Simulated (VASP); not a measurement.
Here is a VASP 6.6.1 calculation.

Contents of INCAR:

```
ALGO     = Normal         # electronic algorithm
EDIFF    = 1E-6           # SCF threshold, eV
EDIFFG   = -0.025         # ionic threshold
ENCUT    = 600            # plane-wave cutoff, eV
GGA      = PE             # functional
IBRION   = 2              # ionic algorithm
ISIF     = 3              # what is computed and relaxed
ISMEAR   = 0              # smearing method
LASPH    = T              # aspherical terms in the spheres
LCHARG   = F              # write CHGCAR
LREAL    = F              # projectors in reciprocal space
LWAVE    = F              # write WAVECAR
NELM     = 80             # most SCF steps
NSW      = 80             # ionic steps
PREC     = Accurate       # precision mode
SIGMA    = 0.1            # smearing width, eV
```

Contents of KPOINTS:

```
k-points
0
Gamma
  4 4 2
```

File POSCAR:

```
Be3TeSe2
1.0
   -0.0251314188     -0.0236515853     -5.4404859550
    1.9053302098     -5.6475329011      2.7040249563
   -7.6800849232     -0.0363820042     -0.0356387549
Be Te Se
6 2 4
Direct
    0.5643523633      0.6425375999      0.8902065004
    0.5614491284      0.6522043396      0.4234322495
    0.9332051204      0.3818888542      0.5788130124
    0.9104783134      0.3079617191      0.0556189392
    0.2857870263     -0.0089437221      0.8054296951
    0.2441198163      0.0065617503      0.2692157798
    0.9834855247      0.0088625442      0.4731820196
    0.9824530621      1.0116222564      0.9873268861
    0.6515208279      0.3259397001      0.8322603176
    0.6957972175      0.3673903858      0.3549773917
    0.3503000484      0.6577189236      0.6504325587
    0.3370515513      0.6462556489      0.1791046499
```

Potentials or basis: VASP PAW PBE potentials, release 64 (Be, Te, Se).

Launch:

```sh
$ cat potpaw_PBE.64/Be/POTCAR potpaw_PBE.64/Te/POTCAR potpaw_PBE.64/Se/POTCAR > POTCAR
$ mpirun -np 1 vasp_std > vasp.out
```

(1) What does it give for the space group after relaxing (to 0.1 Å)?

(2) Predict the relaxed cell.

(3) What does it give for the relaxed volume?

Answers

(1) Imm2 (No. 44).

(2) a = 5.323 Å, b = 6.545 Å, c = 7.601 Å, α = 106.88°, β = 90.00°, γ = 113.99°.

(3) 19.12 Å³/atom.

Caveat: the k points lie up to 0.44 Å⁻¹ apart in the final cell.
